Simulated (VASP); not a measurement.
# C in VASP: settings compared, part 2 of 2

VASP 6.6.1. Earlier steps stand in the parts before.

### 5 Single point, BLYP

The input, INCAR:

```
SYSTEM = C
AGGAC    = 1.0          
AGGAX    = 1.0          
ALDAC    = 0.0          
ALDAX    = 1.0          
ALGO     = Normal         ! electronic algorithm
EDIFF    = 1E-6           ! SCF threshold, eV
ENCUT    = 520            ! plane-wave cutoff, eV
GGA      = B5             ! functional
ISIF     = 2              ! what is computed and relaxed
ISMEAR   = 0              ! smearing method
LASPH    = .True.         ! aspherical terms in the spheres
LCHARG   = .True.         ! write CHGCAR
LELF     = .True.         ! ELF
LREAL    = .False.        ! projectors in reciprocal space
LVHAR    = .True.       
LWAVE    = .False.        ! write WAVECAR
NBANDS   = 11             ! bands
NELM     = 100            ! most SCF steps
PREC     = Accurate       ! precision mode
SIGMA    = 0.1            ! smearing width, eV
```

The input, KPOINTS:

```
k-points
0
Gamma
  9 9 2
  0 0 0
```

The input, POSCAR:

```
C
1.0
    2.4561701600      0.0000000000      0.0000000000
   -1.2280850800      2.1271057600      0.0000000000
    0.0000000000      0.0000000000      8.5238033600
C
2
Direct
    0.3333333333      0.6666666667      0.0000000000
    0.6666666667      0.3333333333      0.0000000000
```

Potentials or basis: VASP PAW PBE potentials, release 64 (C).

Run with:

```
cat potpaw_PBE.64/C/POTCAR > POTCAR
mpirun -np 1 vasp_std > vasp.out
```

OUTCAR:

```text
SYSTEM = C
   EDIFF = 1E-6
   ENCUT = 520
   GGA = B5
   ISIF = 2
   ISMEAR = 0
   LASPH = .True.
   LREAL = .False.
   NELM = 100
   PREC = Accurate

 ion  position               nearest neighbor table
   1  0.333  0.667  0.000-   2 1.42   2 1.42   2 1.42
   2  0.667  0.333  0.000-   1 1.42   1 1.42   1 1.42

  LATTYP: Found a hexagonal cell.
 ALAT       =     2.4561701600
 C/A-ratio  =     3.4703635354

  Lattice vectors:

 A1 = (   2.4561701600,   0.0000000000,   0.0000000000)
 A2 = (  -1.2280850800,   2.1271057600,   0.0000000000)
 A3 = (   0.0000000000,   0.0000000000,   8.5238033600)

Analysis of symmetry for initial positions (statically):
=====================================================================
 Subroutine PRICEL returns:
 Original cell was already a primitive cell.

 Routine SETGRP: Setting up the symmetry group for a
 hexagonal supercell.

 Subroutine GETGRP returns: Found 24 space group operations
 (whereof 24 operations were pure point group operations)
 out of a pool of 24 trial point group operations.

The static configuration has the point symmetry D_6h.

[... 169 lines left out ...]
      2      -7.9939      2.00000
      3      -3.5291      2.00000
      4      -3.5291      2.00000
      5       2.3914      0.00000
      6       4.6948      0.00000
      7       6.4400      0.00000
      8       8.1035      0.00000
      9       8.1035      0.00000
     10      11.1374      0.00000
     11      12.4359      0.00000
[... 309 lines left out ...]
 k-point    24 :       0.3333    0.3333    0.5000
  band No.  band energies     occupation
      1     -12.9586      2.00000
      2     -12.9586      2.00000
      3     -10.9350      2.00000
      4      -0.3214      1.00040
      5      -0.3214      1.00040
      6      10.2518      0.00000
      7      12.5170      0.00000
      8      12.5171      0.00000
      9      13.1963      0.00000
     10      14.0517      0.00000
     11      14.0517      0.00000

------------------------ aborting loop because EDIFF is reached ----------------------------------------

  FORCE on cell =-STRESS in cart. coord.  units (eV):
  Direction    XX          YY          ZZ          XY          YZ          ZX
  --------------------------------------------------------------------------------------
  -------------------------------------------------------------------------------------
  Total        1.0506105      1.0506105     -0.0119434      0.0000000      0.0000000      0.0000000
  in kB       37.7982206     37.7982208     -0.4296934      0.0000000      0.0000000      0.0000000
  external PRESSURE =      25.0555827 kB  Pullay stress =       0.0000000 kB

 VOLUME and BASIS-vectors are now :
 -----------------------------------------------------------------------------
  energy-cutoff  :      520.00
  volume of cell :       44.53
      direct lattice vectors                 reciprocal lattice vectors
     2.456170160  0.000000000  0.000000000     0.407137916  0.235061185  0.000000000
    -1.228085080  2.127105760  0.000000000     0.000000000  0.470122369  0.000000000
     0.000000000  0.000000000  8.523803360     0.000000000  0.000000000  0.117318521

 POSITION                                       TOTAL-FORCE (eV/Angst)
 -----------------------------------------------------------------------------------
     -0.00000      1.41807      0.00000         0.000000      0.000000     -0.000000
      1.22809      0.70904      0.00000        -0.000000     -0.000000      0.000000
 -----------------------------------------------------------------------------------
    total drift:                                0.000000     -0.000000      0.000000

  FREE ENERGIE OF THE ION-ELECTRON SYSTEM (eV)
  ---------------------------------------------------
  free  energy   TOTEN  =       -17.3265700678 eV

  energy  without entropy=      -17.3237839468  energy(sigma->0) =      -17.32517701
```

OSZICAR:

```text
N       E                     dE             d eps       ncg     rms          rms(c)
DAV:   1     0.227162962671E+02    0.22716E+02   -0.38259E+03   536   0.592E+02
DAV:   2    -0.169283913253E+02   -0.39645E+02   -0.36446E+02   729   0.125E+02
DAV:   3    -0.187527373589E+02   -0.18243E+01   -0.18092E+01   672   0.256E+01
[... 11 lines left out ...]
DAV:  15    -0.173265908004E+02   -0.25194E-06   -0.52038E-04   528   0.158E-01    0.114E-03
DAV:  16    -0.173265694947E+02    0.21306E-04   -0.23786E-04   534   0.868E-02    0.695E-04
DAV:  17    -0.173265675434E+02    0.19513E-05   -0.12346E-05   537   0.178E-02    0.537E-04
DAV:  18    -0.173265696065E+02   -0.20632E-05   -0.42406E-06   540   0.150E-02    0.118E-04
DAV:  19    -0.173265700678E+02   -0.46133E-06   -0.45351E-06   528   0.118E-02
   1 F= -.17326570E+02 E0= -.17325177E+02  d E =-.278612E-02
```

stdout:

```text
POSCAR found type information on POSCAR C
 POSCAR found :  1 types and       2 ions
 scaLAPACK will be used
 -----------------------------------------------------------------------------
|                                                                             |
|                                                                             |
|     You enforced a specific xc type in the INCAR file but a different       |
|     I HOPE YOU KNOW WHAT YOU ARE DOING!                                     |
|                                                                             |
 -----------------------------------------------------------------------------

 LDA part: xc-table for (Slater(with rela. corr.)+VWN5), standard interpolation
 POSCAR, INCAR and KPOINTS ok, starting setup
 FFT: planning ... GRIDC
 FFT: planning ... GRID_SOFT
 FFT: planning ... GRID
 WAVECAR not read
 entering main loop
```

Run time: 16 s. Hardware: 1 thread of Intel Xeon Platinum 8559C (Emerald Rapids), shared host; peak memory 0.14 GiB.

What came out:

```
Free energy            : -17.3266 eV
Band gap on the k mesh : zero (filled and empty bands touch)
```

Caveat: the k points lie up to 0.37 Å⁻¹ apart; the PAW data sets were made with another functional, which shifts forces and pressure a little.

### 6 Single point, RPBE

The input, INCAR:

```
PREC     = Accurate       # precision mode
ENCUT    = 520            # plane-wave cutoff, eV
EDIFF    = 1E-6           # SCF threshold, eV
ISMEAR   = 0              # smearing method
SIGMA    = 0.1            # smearing width, eV
LREAL    = F              # projectors in reciprocal space
LASPH    = T              # aspherical terms in the spheres
NELM     = 60             # most SCF steps
ALGO     = Normal         # electronic algorithm
ISIF     = 2              # what is computed and relaxed
LWAVE    = F              # write WAVECAR
LCHARG   = F              # write CHGCAR
GGA      = RP             # functional
NBANDS   = 11             # bands
```

The input, KPOINTS:

```
regular mesh
0
Gamma
  9 9 2
```

POSCAR is that of step 5.

Potentials or basis: VASP PAW PBE potentials, release 64 (C).

Run with:

```
cat potpaw_PBE.64/C/POTCAR > POTCAR
mpirun -np 1 vasp_std > vasp.out
```

Run time: 8 s. Hardware: 1 thread of Intel Xeon Platinum 8559C (Emerald Rapids), shared host; peak memory 0.14 GiB.

It converged, with:

```yaml
Free_energy: -17.6168 eV
Band_gap_on_the_k_mesh: zero (filled and empty bands touch)
```

Levels at points of the mesh, in eV from the Fermi level:
```csv
k point,band 1,band 2,band 3,band 4,band 5,band 6,band 7,band 8
"(0.00, 0.00, 0.00)",-19.70,-7.69,-3.03,-3.03,2.79,5.04,6.94,8.40
"(0.00, 0.00, 0.50)",-19.70,-7.69,-3.03,-3.03,3.52,3.57,8.40,8.40
```

Caveat: the k points lie up to 0.37 Å⁻¹ apart; the PAW data sets were made with another functional, which shifts forces and pressure a little.

### 7 Overview

```csv
level,potentials or basis,gap on the mesh (eV)
revPBE,"VASP PAW PBE potentials, release 64 (C)",none
PBE,"VASP PAW PBE potentials, release 64 (C)",none
LDA,"VASP PAW LDA potentials, release 64 (C)",none
BLYP,"VASP PAW PBE potentials, release 64 (C)",none
RPBE,"VASP PAW PBE potentials, release 64 (C)",none
```

Alike in all rows: task single point; no spin polarisation; cell as given; k mesh 9 × 9 × 2; cutoff (eV) 520; smearing gaussian 0.1 eV.

Caveats: all runs use coarse meshes; the PAW data sets were made with another functional, which shifts forces and pressure a little (some runs).

Absolute energies hang on the potentials; compare differences alone.
